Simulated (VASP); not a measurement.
# Al3InSb4 (P-4m2) in VASP: notebook

Al3InSb4 is run at these levels: PBE; tasks: single point.

All numbers are computed with VASP 6.6.1; they aren't measurements. Logs are shortened: lines on timing, memory, paths and dates and some standing lists are left out, and cuts for length are marked.

## 1. The cell of the first run

Symmetry: P-4m2, No. 115, tetragonal system. The conventional cell has a = 4.085 Å, b = 4.085 Å, c = 11.553 Å, α = 90.00°, β = 90.00°, γ = 90.00°. Al (site symmetry 2mm) has 4 Sb at 2.50 Å within 3.3 Å. Within 3.3 Å of Al (site symmetry -4m2) lie 4 Sb at 2.50 Å. Within 3.3 Å of In (site symmetry -4m2) lie 4 Sb at 2.50 Å. Within 3.3 Å of Sb (site symmetry 2mm) lie 4 Al at 2.50 Å. Within 3.3 Å of Sb (site symmetry 2mm) lie 2 Al at 2.50 Å and 2 In at 2.50 Å.

## 2. Single point, PBE

File INCAR:

```
PREC     = Accurate       # precision mode
ENCUT    = 500            # plane-wave cutoff, eV
EDIFF    = 1E-6           # SCF threshold, eV
ISMEAR   = 0              # smearing method
SIGMA    = 0.1            # smearing width, eV
LREAL    = F              # projectors in reciprocal space
LASPH    = T              # aspherical terms in the spheres
NELM     = 120            # most SCF steps
ALGO     = Normal         # electronic algorithm
ISIF     = 2              # what is computed and relaxed
LWAVE    = F              # write WAVECAR
LCHARG   = F              # write CHGCAR
GGA      = PE             # functional
NBANDS   = 31             # bands
GGA_COMPAT= F
```

File KPOINTS:

```
Automatic mesh
0
Gamma
  4 4 2
```

File POSCAR:

```
Al3InSb4
1.0
    4.0845934600      0.0000000000      0.0000000000
    0.0000000000      4.0845934600      0.0000000000
    0.0000000000      0.0000000000     11.5529749400
Al In Sb
3 1 4
Direct
    0.5000000000      0.5000000000      0.2500000000
    0.0000000000      0.0000000000      0.5000000000
    0.5000000000      0.5000000000      0.7500000000
    0.0000000000      0.0000000000      0.0000000000
    0.5000000000      0.0000000000      0.6250000000
    0.0000000000      0.5000000000      0.8750000000
    0.5000000000      0.0000000000      0.1250000000
    0.0000000000      0.5000000000      0.3750000000
```

Potentials or basis: VASP PAW PBE potentials, release 64 (Al, In_d, Sb).

Command:

```sh
cat potpaw_PBE.64/Al/POTCAR potpaw_PBE.64/In_d/POTCAR potpaw_PBE.64/Sb/POTCAR > POTCAR
mpirun -np 1 vasp_std > vasp.out
```

OUTCAR:

```text
PREC = Accurate
   ENCUT = 500
   EDIFF = 1E-6
   ISMEAR = 0
   LREAL = F
   LASPH = T
   NELM = 120
   ISIF = 2
   GGA = PE

 ion  position               nearest neighbor table
   1  0.500  0.500  0.250-   7 2.50   8 2.50   7 2.50   8 2.50
   2  0.000  0.000  0.500-   5 2.50   8 2.50   8 2.50   5 2.50
   3  0.500  0.500  0.750-   5 2.50   6 2.50   5 2.50   6 2.50
   4  0.000  0.000  0.000-   6 2.50   7 2.50   6 2.50   7 2.50
   5  0.500  0.000  0.625-   2 2.50   3 2.50   3 2.50   2 2.50
   6  0.000  0.500  0.875-   3 2.50   4 2.50   4 2.50   3 2.50
   7  0.500  0.000  0.125-   1 2.50   4 2.50   1 2.50   4 2.50
   8  0.000  0.500  0.375-   1 2.50   2 2.50   2 2.50   1 2.50

  LATTYP: Found a simple tetragonal cell.
 ALAT       =     4.0845934600
 C/A-ratio  =     2.8284271258

  Lattice vectors:

 A1 = (   4.0845934600,   0.0000000000,   0.0000000000)
 A2 = (   0.0000000000,   4.0845934600,   0.0000000000)
 A3 = (   0.0000000000,   0.0000000000,  11.5529749400)

Analysis of symmetry for initial positions (statically):
=====================================================================
 Subroutine PRICEL returns:
 Original cell was already a primitive cell.

 Routine SETGRP: Setting up the symmetry group for a
 simple tetragonal supercell.

 Subroutine GETGRP returns: Found  8 space group operations
 (whereof  8 operations were pure point group operations)
 out of a pool of 16 trial point group operations.

The static configuration has the point symmetry D_2d.

Analysis of symmetry for dynamics (positions and initial velocities):
=====================================================================
 Subroutine PRICEL returns:
 Original cell was already a primitive cell.

 Routine SETGRP: Setting up the symmetry group for a
 simple tetragonal supercell.

 Subroutine GETGRP returns: Found  8 space group operations
 (whereof  8 operations were pure point group operations)
 out of a pool of 16 trial point group operations.

The dynamic configuration has the point symmetry D_2d.

 Subroutine INISYM returns: Found  8 space group operations
 (whereof  8 operations are pure point group operations),
 and found     1 'primitive' translations

----------------------------------------------------------------------------------------

                                     Primitive cell

  volume of cell :     192.7487

  direct lattice vectors                    reciprocal lattice vectors
     4.084593460  0.000000000  0.000000000     0.244822406  0.000000000  0.000000000
     0.000000000  4.084593460  0.000000000     0.000000000  0.244822406  0.000000000
     0.000000000  0.000000000 11.552974940     0.000000000  0.000000000  0.086557792

  length of vectors
     4.084593460  4.084593460 11.552974940     0.244822406  0.244822406  0.086557792

  position of ions in fractional coordinates (direct lattice)
     0.500000000  0.500000000  0.250000000
     0.000000000  0.000000000  0.500000000
     0.500000000  0.500000000  0.750000000
     0.000000000  0.000000000  0.000000000
     0.500000000  0.000000000  0.625000000
     0.000000000  0.500000000  0.875000000
     0.500000000  0.000000000  0.125000000
     0.000000000  0.500000000  0.375000000

  ion indices of the primitive-cell ions
   primitive index   ion index
                 1           1
                 2           2
                 3           3
                 4           4
                 5           5
                 6           6
                 7           7
                 8           8

----------------------------------------------------------------------------------------

 KPOINTS: Automatic mesh

Automatic generation of k-mesh.
 Grid dimensions read from file:
 generate k-points for:    4    4    2

 Generating k-lattice:

  Cartesian coordinates                     Fractional coordinates (reciprocal lattice)
     0.061205602  0.000000000  0.000000000     0.250000000  0.000000000  0.000000000
     0.000000000  0.061205602  0.000000000     0.000000000  0.250000000  0.000000000
     0.000000000  0.000000000  0.043278896     0.000000000  0.000000000  0.500000000

  Length of vectors
     0.061205602  0.061205602  0.043278896

  Shift w.r.t. Gamma in fractional coordinates (k-lattice)
     0.000000000  0.000000000  0.000000000

 Subroutine IBZKPT returns following result:
 ===========================================

 Found     12 irreducible k-points:

 Following reciprocal coordinates:
            Coordinates               Weight
  0.000000  0.000000  0.000000      1.000000
  0.250000  0.000000  0.000000      4.000000
  0.500000  0.000000  0.000000      2.000000
  0.250000  0.250000  0.000000      4.000000
  0.500000  0.250000  0.000000      4.000000
  0.500000  0.500000  0.000000      1.000000
  0.000000  0.000000  0.500000      1.000000
  0.250000  0.000000  0.500000      4.000000
  0.500000  0.000000  0.500000      2.000000
  0.250000  0.250000  0.500000      4.000000
  0.500000  0.250000  0.500000      4.000000
  0.500000  0.500000  0.500000      1.000000
   k-points           NKPTS =     12   k-points in BZ     NKDIM =     12   number of bands    NBANDS=     31
   number of dos      NEDOS =    301   number of ions     NIONS =      8
   total plane-waves  NPLWV =  75600
   dimension x,y,z NGX =    30 NGY =   30 NGZ =   84
   dimension x,y,z NGXF=    60 NGYF=   60 NGZF=  168
   ions per type =               3   1   4
   NGX,Y,Z   is equivalent  to a cutoff of  12.21, 12.21, 12.09 a.u.
   NGXF,Y,Z  is equivalent  to a cutoff of  24.42, 24.42, 24.18 a.u.
 SYSTEM =  unknown system
   PREC   = accura    normal or accurate (medium, high low for compatibility)
   ISTART =      0    job   : 0-new  1-cont  2-samecut
   ICHARG =      2    charge: 1-file 2-atom 10-const
   ISPIN  =      1    spin polarized calculation?
   LNONCOLLINEAR =      F non collinear calculations
   LSORBIT =      F    spin-orbit coupling
   LASPH  =      T    aspherical Exc in radial PAW
   ENCUT  =  500.0 eV  36.75 Ry    6.06 a.u.   7.45  7.45 21.06*2*pi/ulx,y,z
   NELM   =    120;   NELMIN=  2; NELMDL= -5     # of ELM steps
   EDIFF  = 0.1E-05   stopping-criterion for ELM
   LREAL  =      F    real-space projection
   EDIFFG = 0.1E-04   stopping-criterion for IOM
   NSW    =      0    number of steps for IOM
   IBRION =     -1    ionic relax: 0-MD 1-quasi-New 2-CG
   NFREE  =      0    steps in history (QN), initial steepest desc. (CG)
   ISIF   =      2    stress and relaxation
   ISYM   =      2    0-nonsym 1-usesym 2-fastsym
   POTIM  = 0.5000    time-step for ionic-motion
   TEBEG  =    0.0;   TEEND  =   0.0 temperature during run
   PSTRESS=    0.0 pullay stress
   NELECT =      42.0000    total number of electrons
   NUPDOWN=      -1.0000    fix difference up-down
   EMIN   =  10.00;   EMAX   =-10.00  energy-range for DOS
   EFERMI =   0.00;   METHOD = LEGACY
   ISMEAR =     0;   SIGMA  =   0.10  broadening in eV -4-tet -1-fermi 0-gaus
   EFERMI_NEDOS =   21; number of points for ismear=-14 and -15
   IALGO  =     38    algorithm
   IMIX   =      4    mixing-type and parameters
     AMIX     =   0.40;   BMIX     =  1.00
     AMIX_MAG =   1.60;   BMIX_MAG =  1.00
  volume/ion in A,a.u.               =      24.09       162.59
  Fermi-wavevector in a.u.,A,eV,Ry     =   0.985131  1.861628 13.204231  0.970484
  Thomas-Fermi vector in A             =   2.116416
   LORBIT       =      0    0 simple, 1 ext, 2 COOP (PROOUT), +10 PAW based schemes
   GGA     = PE    functional components
   LHFCALC =     F    Hartree Fock is set to
   AEXX    =    0.0000 exact exchange contribution
   IVDW    =     0    specifies the selected vdW correction
   LEPSILON=     F    determine dielectric tensor
   LRPA    =     F    only Hartree local field effects (RPA)
 non-spin polarized calculation
 Gauss-broadening in eV      SIGMA  =   0.10
  energy-cutoff  :      500.00
  volume of cell :      192.75
 maximum number of plane-waves:      4963
 NGX is ok and might be reduce to    30
   NGX = 15   NGY = 15   NGZ = 43

 number of electron      41.9999987 magnetization

 Free energy of the ion-electron system (eV)
  ---------------------------------------------------
  ext. energy  EPLUGINS =         0.00000000
  ---------------------------------------------------
  free energy    TOTEN  =       -27.49588592 eV

  energy without entropy =      -27.49588589  energy(sigma->0) =      -27.49588590

 E-fermi :   7.8197     XC(G=0):  -9.5870

 val. band max:        7.4670527648   @ k =   0.0000   0.0000   0.0000
 cond. band min:       8.1729862782   @ k =   0.5000   0.5000   0.0000
 fundamental gap:      0.7059335133
 Fermi energy:         7.8196873482

 k-point     1 :       0.0000    0.0000    0.0000
  band No.  band energies     occupation
      1      -8.0791      2.00000
      2      -7.8772      2.00000
      3      -7.8772      2.00000
      4      -7.7574      2.00000
      5      -7.7013      2.00000
      6      -4.9531      2.00000
[... 23 lines left out ...]
     30      10.6039      0.00000
     31      10.6313      0.00000

 k-point     2 :       0.2500    0.0000    0.0000
  band No.  band energies     occupation
      1      -8.0494      2.00000
      2      -7.9264      2.00000
      3      -7.8733      2.00000
      4      -7.7419      2.00000
      5      -7.7156      2.00000
      6      -4.4359      2.00000
[... 23 lines left out ...]
     30      11.6464      0.00000
     31      12.2362      0.00000

 k-point     3 :       0.5000    0.0000    0.0000
  band No.  band energies     occupation
      1      -8.0268      2.00000
      2      -7.9662      2.00000
      3      -7.8693      2.00000
      4      -7.7298      2.00000
      5      -7.7269      2.00000
      6      -3.2730      2.00000
[... 295 lines left out ...]
     30      13.0850      0.00000
     31      13.2313      0.00000

 k-point    12 :       0.5000    0.5000    0.5000
  band No.  band energies     occupation
      1      -8.0069      2.00000
      2      -8.0069      2.00000
      3      -7.8040      2.00000
      4      -7.7685      2.00000
      5      -7.7218      2.00000
      6      -1.9392      2.00000
[... 23 lines left out ...]
     30      14.7978      0.00000
     31      14.7986      0.00000

------------------------ aborting loop because EDIFF is reached ----------------------------------------

  FORCE on cell =-STRESS in cart. coord.  units (eV):
  Direction    XX          YY          ZZ          XY          YZ          ZX
  --------------------------------------------------------------------------------------
  -------------------------------------------------------------------------------------
  Total       29.7007801     29.7007801     28.2962686      0.0000000      0.0000000     -0.0000000
  in kB      246.8805816    246.8805816    235.2059182      0.0000000      0.0000000     -0.0000000
  external PRESSURE =     242.9890271 kB  Pullay stress =       0.0000000 kB

 VOLUME and BASIS-vectors are now :
 -----------------------------------------------------------------------------
  energy-cutoff  :      500.00
  volume of cell :      192.75
      direct lattice vectors                 reciprocal lattice vectors
     4.084593460  0.000000000  0.000000000     0.244822406  0.000000000  0.000000000
     0.000000000  4.084593460  0.000000000     0.000000000  0.244822406  0.000000000
     0.000000000  0.000000000 11.552974940     0.000000000  0.000000000  0.086557792

 POSITION                                       TOTAL-FORCE (eV/Angst)
 -----------------------------------------------------------------------------------
      2.04230      2.04230      2.88824         0.000000      0.000000      0.027777
      0.00000      0.00000      5.77649         0.000000     -0.000000      0.000000
      2.04230      2.04230      8.66473        -0.000000      0.000000     -0.027777
      0.00000      0.00000      0.00000         0.000000     -0.000000      0.000000
      2.04230      0.00000      7.22061         0.000000     -0.000000      0.021160
      0.00000      2.04230     10.10885         0.000000     -0.000000     -2.278503
      2.04230      0.00000      1.44412         0.000000     -0.000000      2.278503
      0.00000      2.04230      4.33237         0.000000     -0.000000     -0.021160
 -----------------------------------------------------------------------------------
    total drift:                               -0.000000     -0.000000      0.000000

  FREE ENERGIE OF THE ION-ELECTRON SYSTEM (eV)
  ---------------------------------------------------
  free  energy   TOTEN  =       -27.4958859179 eV

  energy  without entropy=      -27.4958858891  energy(sigma->0) =      -27.49588590
```

It took 86 s on 1 thread of Intel Xeon 8259CL, shared host; peak memory 0.29 GiB.

Results:

```yaml
Free_energy: -27.4959 eV
Pressure: 24.3 GPa
Largest_force: 2.279 eV/Å
Band_gap_on_the_k_mesh: 0.71 eV (least direct gap 0.73 eV)
```

Forces on the atoms (eV/Å):
```
Al   0.000  0.000  0.028
Al   0.000  0.000  0.000
Al   0.000  0.000 -0.028
In   0.000  0.000  0.000
Sb   0.000  0.000  0.021
Sb   0.000  0.000 -2.279
Sb   0.000  0.000  2.279
Sb   0.000  0.000 -0.021
```

Stress tensor (GPa, compression positive):
```
24.69  0.00  0.00
 0.00 24.69  0.00
 0.00  0.00 23.52
```

Levels at points of the mesh, in eV from the valence-band top:
```
           k point  band 19  band 20  band 21  band 22  band 23  band 24
(0.00, 0.00, 0.00)    -0.04     0.00     0.00     0.73     1.12     1.36
(0.50, 0.00, 0.00)    -1.31    -1.19    -1.16     1.68     1.76     2.44
(0.50, 0.50, 0.00)    -2.97    -2.97    -2.96     0.71     0.71     1.07
(0.00, 0.00, 0.50)    -0.93    -0.66    -0.66     0.76     0.93     1.61
(0.50, 0.00, 0.50)    -1.34    -1.34    -1.18     2.37     2.46     2.50
(0.50, 0.50, 0.50)    -3.48    -3.33    -3.33     1.72     1.72     2.00
```

Caveat: the cell stands under pressure; semilocal functionals underestimate gaps, and a narrow one can read as zero; spin-orbit coupling is left out, which moves the levels of the heavy elements; forces of over 1 eV/Å act on the atoms, so gaps and moduli don't describe the material at rest.

## 3. Single point, PBE

This run uses another cell than the first one, of 31.57 Å³/atom.

File INCAR:

```
  PREC = Accurate
  ENCUT = 500
  EDIFF = 1E-6
  ISMEAR = 0
  SIGMA = 0.1
  LREAL = F
  LASPH = T
  NELM = 120
  ALGO = Normal
  ISIF = 2
  LWAVE = F
  LCHARG = F
  GGA = PE
  NBANDS = 31
  GGA_COMPAT = F
```

File KPOINTS:

```
regular mesh
0
Gamma
  4 4 2
```

File POSCAR:

```
Al3InSb4
1.0
    4.4916247312      0.0000000000      0.0000000000
    0.0000000000      4.4916247312      0.0000000000
    0.0000000000      0.0000000000     12.5203496698
Al In Sb
3 1 4
Direct
    0.5000000000      0.5000000000      0.2575753331
    0.0000000000      0.0000000000      0.5000000000
    0.5000000000      0.5000000000      0.7424246669
    0.0000000000      0.0000000000      0.0000000000
    0.5000000000      0.0000000000      0.6212077372
    0.0000000000      0.5000000000      0.8619590923
    0.5000000000      0.0000000000      0.1380409077
    0.0000000000      0.5000000000      0.3787922628
```

Potentials or basis: VASP PAW PBE potentials, release 64 (Al, In_d, Sb).

Command:

```sh
cat potpaw_PBE.64/Al/POTCAR potpaw_PBE.64/In_d/POTCAR potpaw_PBE.64/Sb/POTCAR > POTCAR
mpirun -np 1 vasp_std > vasp.out
```

It took 2.4 min on 1 thread of Intel Xeon 8259CL, shared host; peak memory 0.38 GiB.

It converged, with:

* Free energy: -31.3529 eV
* Pressure: 0.2 GPa
* Largest force: 0.015 eV/Å
* Band gap on the k mesh: 0.75 eV

Forces on the atoms (eV/Å):
```
Al   0.000  0.000  0.003
Al   0.000  0.000  0.000
Al   0.000  0.000 -0.003
In   0.000  0.000  0.000
Sb   0.000  0.000 -0.001
Sb   0.000  0.000  0.015
Sb   0.000  0.000 -0.015
Sb   0.000  0.000  0.001
```

Levels at points of the mesh, in eV from the valence-band top:
| k point | band 18 | band 19 | band 20 | band 21 | band 22 | band 23 | band 24 | band 25 |
| --- | --- | --- | --- | --- | --- | --- | --- | --- |
| (0.00, 0.00, 0.00) | -1.24 | -0.04 | 0.00 | 0.00 | 0.75 | 1.18 | 1.25 | 1.58 |
| (0.50, 0.00, 0.00) | -1.11 | -0.87 | -0.83 | -0.56 | 0.89 | 1.05 | 2.11 | 2.35 |
| (0.50, 0.50, 0.00) | -2.14 | -2.08 | -2.08 | -2.00 | 1.17 | 1.33 | 1.33 | 1.70 |
| (0.00, 0.00, 0.50) | -0.69 | -0.69 | -0.39 | -0.39 | 1.10 | 1.19 | 1.75 | 1.92 |
| (0.50, 0.00, 0.50) | -1.16 | -1.16 | -1.13 | -0.56 | 1.72 | 1.79 | 1.83 | 1.86 |
| (0.50, 0.50, 0.50) | -2.41 | -2.39 | -2.32 | -2.32 | 1.97 | 2.17 | 2.17 | 2.28 |

Caveat: semilocal functionals underestimate gaps, and a narrow one can read as zero; spin-orbit coupling is left out, which moves the levels of the heavy elements. A k mesh can miss the band edges.
